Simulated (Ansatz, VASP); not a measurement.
## WSe2 in VASP and in Ansatz

The input INCAR:

```
ALGO     = Normal         # electronic algorithm
EDIFF    = 1E-7           # SCF threshold, eV
ENCUT    = 520            # plane-wave cutoff, eV
GGA      = PS             # functional
ISIF     = 2              # what is computed and relaxed
ISMEAR   = 0              # smearing method
LASPH    = True           # aspherical terms in the spheres
LCHARG   = False          # write CHGCAR
LREAL    = False          # projectors in reciprocal space
LWAVE    = False          # write WAVECAR
NBANDS   = 35             # bands
NELM     = 80             # most SCF steps
PREC     = Accurate       # precision mode
SIGMA    = 0.05           # smearing width, eV
```

File KPOINTS:

```
k-points
0
Gamma
  9 9 2
```

Contents of POSCAR:

```
WSe2
1.0
   -3.2711504052      0.0000000000      0.0000000000
   -1.6355752026     -2.8328993505      0.0000000000
    0.0000000000      0.0000000000     17.7206689562
W Se
2 4
Direct
    0.3333333333      0.3333333333      0.5595444360
    0.6666666667      0.6666666667      0.1865148120
    0.3333333333      0.3333333333      0.0920534015
    0.6666666667      0.6666666667      0.4650830255
    0.3333333333      0.3333333333      0.2809762225
    0.6666666667      0.6666666667      0.6540058465
```

Input for Ansatz:

```yaml
crystal:
  lattice:
    - [-3.2711504052, 0.0, 0.0]
    - [-1.6355752026, -2.8328993505, 0.0]
    - [0.0, 0.0, 17.7206689562]
  atoms:
    - { symbol: W, position: [0.3333333333, 0.3333333333, 0.559544436] }
    - { symbol: W, position: [0.6666666667, 0.6666666667, 0.186514812] }
    - { symbol: Se, position: [0.3333333333, 0.3333333333, 0.0920534015] }
    - { symbol: Se, position: [0.6666666667, 0.6666666667, 0.4650830255] }
    - { symbol: Se, position: [0.3333333333, 0.3333333333, 0.2809762225] }
    - { symbol: Se, position: [0.6666666667, 0.6666666667, 0.6540058465] }
basis:
  ecutwfc: 420
kpoints:
  mp_grid: { grid: [9, 9, 2] }
hamiltonian:
  xc: pbesol
scf:
  occupations: { method: gaussian, width: 0.05 }
output:
  forces: true
  stress: true
  eigenvalues: true
```

Alike in both runs: task single point; functional PBEsol; k mesh 9 × 9 × 2; occupations gaussian, width 0.05 eV; no spin polarisation.

```csv
,VASP,Ansatz
version,VASP 6.6.1,Ansatz 0.2.0
potentials or method,"VASP PAW PBE potentials, release 64 (W_sv, Se), cutoff 520 eV","scalar-relativistic, plane waves, PAW"
valence electrons in the cell,52,92
```

VASP gave:

* gap on the k mesh at the Fermi level (eV): 1.50
* least direct gap on the mesh (eV): 1.64
* rms of the force components (eV/Å): 0.028

Estimate Ansatz's values.

gap on the k mesh at the Fermi level (eV): 1.50; least direct gap on the mesh (eV): 1.65; rms of the force components (eV/Å): 0.015.

VASP's potentials were made for PBE, not for PBEsol. Atom by atom the forces differ by 0.029 eV/Å (rms over components). With one functional, cell and mesh, what is left measures potentials, basis and numerics. VASP's potentials hold 52 valence electrons a cell and Ansatz's 92, so a difference there can come from the potentials and not from the codes.

Spin-orbit coupling is off throughout.
